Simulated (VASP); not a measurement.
Runs of VASP 6.6.1 on EuS. The structure is cubic, space group Fm-3m (No. 225). Conventional cell: a = 5.957 Å, b = 5.957 Å, c = 5.957 Å, α = 90.00°, β = 90.00°, γ = 90.00°. Eu (site symmetry m-3m) has 6 S at 2.98 Å within 3.9 Å. Within 3.9 Å of S (site symmetry m-3m) lie 6 Eu at 2.98 Å. 

```tsv
level	U	gap on the mesh (eV)	pressure (GPa)	moment (μB)
PBE	-	none	(b)	6.93
PBE+U	Eu f U = 4.0 eV	-	(a)	6.99
PBE+U	Eu f U = 6.0 eV	0.51	0.9	7.00
PBE+U	Eu f U = 2.0 eV	none	-1.5	6.97
```

Alike in all rows: task single point; potentials or basis VASP PAW PBE potentials, release 64 (Eu, S); spin collinear, ferromagnetic start; cell as given; k mesh 7 × 7 × 7; cutoff (eV) 600; smearing fermi-dirac 0.15 eV.

Q: Fill in the values left out.

A: (a) -0.1; (b) -2.9.

Caveats: spin-orbit coupling is left out, which moves the levels of the heavy elements; a cell with one magnetic atom can't hold antiferromagnetic order, which such compounds often take; semilocal functionals describe open f shells poorly, which spoils levels, moments and volumes (at least some runs); an odd mesh through Γ misses points on the zone boundary, where band edges can lie (at least some runs).

A k mesh can miss the band edges, and the runs leave out spin-orbit coupling on Eu.

A gap of «none» marks levels without a gap at the run's occupations.
